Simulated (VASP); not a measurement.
# Co (P6_3/mmc) in VASP: a series of runs

The runs below take Co through single point, with LDA, PBE.

Everything below comes from runs of VASP 6.6.1. Logs are shortened: lines on timing, memory, paths and dates and some standing lists are left out, and cuts for length are marked.

**1. The cell of the first run**

Symmetry: P6_3/mmc, No. 194, hexagonal system. Conventional cell: a = 2.472 Å, b = 2.472 Å, c = 4.021 Å, α = 90.00°, β = 90.00°, γ = 120.00°. Within 3.3 Å of Co (site symmetry -6m2) lie 12 Co at 2.47 Å.

**2. Single point, LDA, collinear spin, ferromagnetic start**

Input file INCAR:

```
ALGO = Fast
EDIFF = 1E-7
ENCUT = 520
ISIF = 2
ISMEAR = -1
ISPIN = 2
LASPH = T
LCHARG = F
LMAXMIX = 4
LORBIT = 11
LREAL = F
LWAVE = F
MAGMOM = 2 2
NBANDS = 20
NELM = 150
PREC = Accurate
SIGMA = 0.05
```

Input file KPOINTS:

```
k-points
0
Gamma
  12 12 7
```

Input file POSCAR:

```
Co
1.0
    2.4719999032      0.0000000000      0.0000000000
   -1.2359999516      2.1408147143      0.0000000000
    0.0000000000      0.0000000000      4.0211440800
Co
2
Direct
    0.6666666667      0.3333333333      0.7500000000
    0.3333333333      0.6666666667      0.2500000000
```

Potentials or basis: VASP PAW LDA potentials, release 64 (Co).

The run is started by

```sh
cat potpaw_LDA.64/Co/POTCAR > POTCAR
mpirun -np 1 vasp_std > vasp.out
```

OUTCAR:

```text
EDIFF = 1E-7
   ENCUT = 520
   ISIF = 2
   ISMEAR = -1
   ISPIN = 2
   LASPH = T
   LORBIT = 11
   LREAL = F
   NELM = 150
   PREC = Accurate

 ion  position               nearest neighbor table
   1  0.667  0.333  0.750-   2 2.47   2 2.47   2 2.47   2 2.47   2 2.47   2 2.47
   2  0.333  0.667  0.250-   1 2.47   1 2.47   1 2.47   1 2.47   1 2.47   1 2.47

  LATTYP: Found a hexagonal cell.
 ALAT       =     2.4719999032
 C/A-ratio  =     1.6266764715

  Lattice vectors:

 A1 = (   2.4719999032,   0.0000000000,   0.0000000000)
 A2 = (  -1.2359999516,   2.1408147143,   0.0000000000)
 A3 = (   0.0000000000,   0.0000000000,   4.0211440800)

Analysis of symmetry for initial positions (statically):
=====================================================================
 Subroutine PRICEL returns:
 Original cell was already a primitive cell.

 Routine SETGRP: Setting up the symmetry group for a
 hexagonal supercell.

 Subroutine GETGRP returns: Found 24 space group operations
 (whereof 12 operations were pure point group operations)
 out of a pool of 24 trial point group operations.

The static configuration has the point symmetry D_3d.
 The point group associated with its full space group is D_6h.

Analysis of symmetry for dynamics (positions and initial velocities):
=====================================================================
 Subroutine PRICEL returns:
 Original cell was already a primitive cell.

 Routine SETGRP: Setting up the symmetry group for a
 hexagonal supercell.

 Subroutine GETGRP returns: Found 24 space group operations
 (whereof 12 operations were pure point group operations)
 out of a pool of 24 trial point group operations.

The dynamic configuration has the point symmetry D_3d.
 The point group associated with its full space group is D_6h.

Analysis of structural, dynamic, and magnetic symmetry:
=====================================================================
 Subroutine PRICEL returns:
 Original cell was already a primitive cell.

 Routine SETGRP: Setting up the symmetry group for a
 hexagonal supercell.

 Subroutine GETGRP returns: Found 24 space group operations
 (whereof 12 operations were pure point group operations)
 out of a pool of 24 trial point group operations.

The overall configuration has the point symmetry D_3d.
 The point group associated with its full space group is D_6h.

 Subroutine INISYM returns: Found 24 space group operations
 (whereof 12 operations are pure point group operations),
 and found     1 'primitive' translations

----------------------------------------------------------------------------------------

                                     Primitive cell

  volume of cell :      21.2803

  direct lattice vectors                    reciprocal lattice vectors
     2.471999903  0.000000000  0.000000000     0.404530760  0.233555943  0.000000000
    -1.235999952  2.140814714  0.000000000     0.000000000  0.467111887  0.000000000
     0.000000000  0.000000000  4.021144080     0.000000000  0.000000000  0.248685444

  length of vectors
     2.471999903  2.471999903  4.021144080     0.467111887  0.467111887  0.248685444

  position of ions in fractional coordinates (direct lattice)
     0.666666667  0.333333333  0.750000000
     0.333333333  0.666666667  0.250000000

  ion indices of the primitive-cell ions
   primitive index   ion index
                 1           1
                 2           2

----------------------------------------------------------------------------------------

 KPOINTS: k-points

Automatic generation of k-mesh.
 Grid dimensions read from file:
 generate k-points for:   12   12    7

 Generating k-lattice:

  Cartesian coordinates                     Fractional coordinates (reciprocal lattice)
     0.033710897  0.019462995  0.000000000     0.083333333 -0.000000000  0.000000000
     0.000000000  0.038925991  0.000000000     0.000000000  0.083333333  0.000000000
     0.000000000  0.000000000  0.035526492     0.000000000  0.000000000  0.142857143

  Length of vectors
     0.038925991  0.038925991  0.035526492

  Shift w.r.t. Gamma in fractional coordinates (k-lattice)
     0.000000000  0.000000000  0.000000000

 Subroutine IBZKPT returns following result:
 ===========================================

 Found     76 irreducible k-points:

 Following reciprocal coordinates:
            Coordinates               Weight
  0.000000  0.000000  0.000000      1.000000
  0.083333  0.000000  0.000000      6.000000
  0.166667  0.000000  0.000000      6.000000
  0.250000  0.000000  0.000000      6.000000
  0.333333  0.000000  0.000000      6.000000
  0.416667  0.000000  0.000000      6.000000
[... 16 lines left out ...]
  0.250000  0.000000  0.142857     12.000000
  0.333333  0.000000  0.142857     12.000000
 [... further k-points ...]
   k-points           NKPTS =     76   k-points in BZ     NKDIM =     76   number of bands    NBANDS=     20
   number of dos      NEDOS =    301   number of ions     NIONS =      2
   total plane-waves  NPLWV =   9720
   dimension x,y,z NGX =    18 NGY =   18 NGZ =   30
   dimension x,y,z NGXF=    36 NGYF=   36 NGZF=   60
   ions per type =               2
   NGX,Y,Z   is equivalent  to a cutoff of  12.11, 12.11, 12.40 a.u.
   NGXF,Y,Z  is equivalent  to a cutoff of  24.21, 24.21, 24.81 a.u.
 SYSTEM =  unknown system
   PREC   = accura    normal or accurate (medium, high low for compatibility)
   ISTART =      0    job   : 0-new  1-cont  2-samecut
   ICHARG =      2    charge: 1-file 2-atom 10-const
   ISPIN  =      2    spin polarized calculation?
   LNONCOLLINEAR =      F non collinear calculations
   LSORBIT =      F    spin-orbit coupling
   LASPH  =      T    aspherical Exc in radial PAW
   ENCUT  =  520.0 eV  38.22 Ry    6.18 a.u.   4.60  4.60  7.48*2*pi/ulx,y,z
   NELM   =    150;   NELMIN=  2; NELMDL= -5     # of ELM steps
   EDIFF  = 0.1E-06   stopping-criterion for ELM
   LREAL  =      F    real-space projection
   EDIFFG = 0.1E-05   stopping-criterion for IOM
   NSW    =      0    number of steps for IOM
   IBRION =     -1    ionic relax: 0-MD 1-quasi-New 2-CG
   NFREE  =      0    steps in history (QN), initial steepest desc. (CG)
   ISIF   =      2    stress and relaxation
   ISYM   =      2    0-nonsym 1-usesym 2-fastsym
   POTIM  = 0.5000    time-step for ionic-motion
   TEBEG  =    0.0;   TEEND  =   0.0 temperature during run
   PSTRESS=    0.0 pullay stress
   NELECT =      18.0000    total number of electrons
   NUPDOWN=      -1.0000    fix difference up-down
   EMIN   =  10.00;   EMAX   =-10.00  energy-range for DOS
   EFERMI =   0.00;   METHOD = LEGACY
   ISMEAR =    -1;   SIGMA  =   0.05  broadening in eV -4-tet -1-fermi 0-gaus
   EFERMI_NEDOS =   21; number of points for ismear=-14 and -15
   IALGO  =     68    algorithm
   IMIX   =      4    mixing-type and parameters
     AMIX     =   0.40;   BMIX     =  1.00
     AMIX_MAG =   1.60;   BMIX_MAG =  1.00
  volume/ion in A,a.u.               =      10.64        71.80
  Fermi-wavevector in a.u.,A,eV,Ry     =   1.548246  2.925761 32.614055  2.397065
  Thomas-Fermi vector in A             =   2.653224
   LORBIT       =     11    0 simple, 1 ext, 2 COOP (PROOUT), +10 PAW based schemes
   GGA     = CA    functional components
   LHFCALC =     F    Hartree Fock is set to
   AEXX    =    0.0000 exact exchange contribution
   IVDW    =     0    specifies the selected vdW correction
   LEPSILON=     F    determine dielectric tensor
   LRPA    =     F    only Hartree local field effects (RPA)
 spin polarized calculation
 RMM-DIIS sequential band-by-band and
  energy-cutoff  :      520.00
  volume of cell :       21.28
 maximum number of plane-waves:       585
   NGX =  9   NGY =  9   NGZ = 15

 number of electron      17.9999990 magnetization       3.0205679

 Free energy of the ion-electron system (eV)
  ---------------------------------------------------
  ext. energy  EPLUGINS =         0.00000000
  ---------------------------------------------------
  free energy    TOTEN  =       -16.18751409 eV

  energy without entropy =      -16.17185986  energy(sigma->0) =      -16.17968697

 E-fermi :  10.1727     XC(G=0): -13.8529

 val. band max:       10.1605179301   @ k =   0.1667   0.0833   0.1429
 cond. band min:      10.1753556163   @ k =   0.1667   0.1667   0.2857
 fundamental gap:      0.0148376862
 Fermi energy:        10.1727043271

 spin component 1

 k-point     1 :       0.0000    0.0000    0.0000
  band No.  band energies     occupation
      1       1.1688      1.00000
      2       5.0411      1.00000
      3       7.6730      1.00000
      4       7.7359      1.00000
      5       7.7359      1.00000
      6       8.0572      1.00000
[... 12 lines left out ...]
     19      36.5204      0.00000
     20      36.5204      0.00000
[... 507 lines left out ...]
 k-point    24 :       0.3333    0.0000    0.1429
  band No.  band energies     occupation
      1       4.4741      1.00000
      2       5.8387      1.00000
      3       6.2228      1.00000
      4       7.0137      1.00000
      5       7.7618      1.00000
      6       7.8489      1.00000
[... 12 lines left out ...]
     19      33.6295      0.00000
     20      35.2349      0.00000

 [... further k-points ...]

 spin component 2

 k-point     1 :       0.0000    0.0000    0.0000
  band No.  band energies     occupation
      1       1.3420      1.00000
      2       5.9104      1.00000
      3       9.0624      1.00000
      4       9.1173      1.00000
      5       9.1173      1.00000
      6       9.4812      1.00000
[... 12 lines left out ...]
     19      36.9327      0.00000
     20      36.9327      0.00000
[... 507 lines left out ...]
 k-point    24 :       0.3333    0.0000    0.1429
  band No.  band energies     occupation
      1       4.8417      1.00000
      2       6.8866      1.00000
      3       7.2511      1.00000
      4       8.1370      1.00000
      5       9.0317      1.00000
      6       9.2623      1.00000
[... 12 lines left out ...]
     19      33.9994      0.00000
     20      35.6460      0.00000

 [... further k-points ...]
[... 5 lines left out ...]
  --------------------------------------------------------------------------------------
  -------------------------------------------------------------------------------------
  Total       -1.9554501     -1.9554501     -2.3059713      0.0000000      0.0000000      0.0000000
  in kB     -147.2245263   -147.2245263   -173.6150280      0.0000000      0.0000000      0.0000000
  external PRESSURE =    -156.0213602 kB  Pullay stress =       0.0000000 kB

 VOLUME and BASIS-vectors are now :
 -----------------------------------------------------------------------------
  energy-cutoff  :      520.00
  volume of cell :       21.28
      direct lattice vectors                 reciprocal lattice vectors
     2.471999903  0.000000000  0.000000000     0.404530760  0.233555943  0.000000000
    -1.235999952  2.140814714  0.000000000     0.000000000  0.467111887  0.000000000
     0.000000000  0.000000000  4.021144080     0.000000000  0.000000000  0.248685444

 POSITION                                       TOTAL-FORCE (eV/Angst)
 -----------------------------------------------------------------------------------
      1.23600      0.71360      3.01586         0.000000     -0.000000      0.000000
     -0.00000      1.42721      1.00529        -0.000000      0.000000      0.000000
 -----------------------------------------------------------------------------------
    total drift:                                0.000000     -0.000000     -0.000000

  FREE ENERGIE OF THE ION-ELECTRON SYSTEM (eV)
  ---------------------------------------------------
  free  energy   TOTEN  =       -16.1875140870 eV

  energy  without entropy=      -16.1718598607  energy(sigma->0) =      -16.17968697

 total charge

# of ion       s       p       d       tot
------------------------------------------
    1        0.495   0.532   7.293   8.321
    2        0.495   0.532   7.293   8.321
--------------------------------------------------
tot          0.991   1.064  14.587  16.641

 magnetization (x)

# of ion       s       p       d       tot
------------------------------------------
    1       -0.013  -0.038   1.564   1.512
    2       -0.013  -0.038   1.564   1.512
--------------------------------------------------
tot         -0.027  -0.077   3.127   3.024
```

Wall time 39 s (1 thread of Intel Xeon Platinum 8559C (Emerald Rapids), shared host); peak memory 0.15 GiB.

What came out:

| Property | Result |
| --- | --- |
| Free energy | -16.1875 eV |
| Pressure | -15.6 GPa |
| Net moment | 3.02 μB per cell |
| Site moments | Co +1.51 μB |
| Valence electrons inside the program's atomic spheres | Co 8.32 |

**3. Single point, PBE, collinear spin, ferromagnetic start**

Input file INCAR:

```
PREC = Accurate ; ENCUT = 520
EDIFF = 1E-7 ; ISMEAR = 0
SIGMA = 0.012 ; LREAL = F
LASPH = T ; NELM = 150
ALGO = Fast ; ISIF = 2
LWAVE = F ; LCHARG = F
ISPIN = 2 ; MAGMOM = 2 2
LORBIT = 11 ; LMAXMIX = 4
GGA = PE ; NBANDS = 20
```

Input file KPOINTS:

```
regular mesh
0
Gamma
  12 12 7
```

POSCAR is that of step 2.

Potentials or basis: VASP PAW PBE potentials, release 64 (Co).

The run is started by

```sh
cat potpaw_PBE.64/Co/POTCAR > POTCAR
mpirun -np 1 vasp_std > vasp.out
```

It took 41 s on 1 thread of Intel Xeon Platinum 8559C (Emerald Rapids), shared host; peak memory 0.16 GiB.

It converged, with:

```
Free energy                                           : -14.0608 eV
Pressure                                              : 4.1 GPa
Net moment                                            : 3.22 μB per cell
Site moments                                          : Co +1.62 μB
Valence electrons inside the program's atomic spheres : Co 8.31
```

Stress tensor (GPa, compression positive):
```
5.22 0.00 0.00
0.00 5.22 0.00
0.00 0.00 1.80
```

Levels at points of the mesh, in eV from the Fermi level:
Spin up:
```csv
k point,band 9,band 10,band 11,band 12,band 13,band 14
"(0.00, 0.00, 0.00)",-1.90,-0.79,-0.79,-0.14,6.45,22.23
"(0.50, 0.00, 0.00)",-0.57,-0.50,1.38,3.45,9.82,10.49
```
Spin down:
```tsv
k point	band 3	band 4	band 5	band 6	band 7	band 8	band 9	band 10	band 11	band 12
(0.00, 0.00, 0.00)	-1.03	-0.97	-0.97	-0.60	-0.60	-0.20	-0.14	-0.14	1.08	1.08
(0.50, 0.00, 0.00)	-3.32	-1.84	-1.11	-1.07	-0.64	1.24	1.34	1.41	2.62	4.42
```
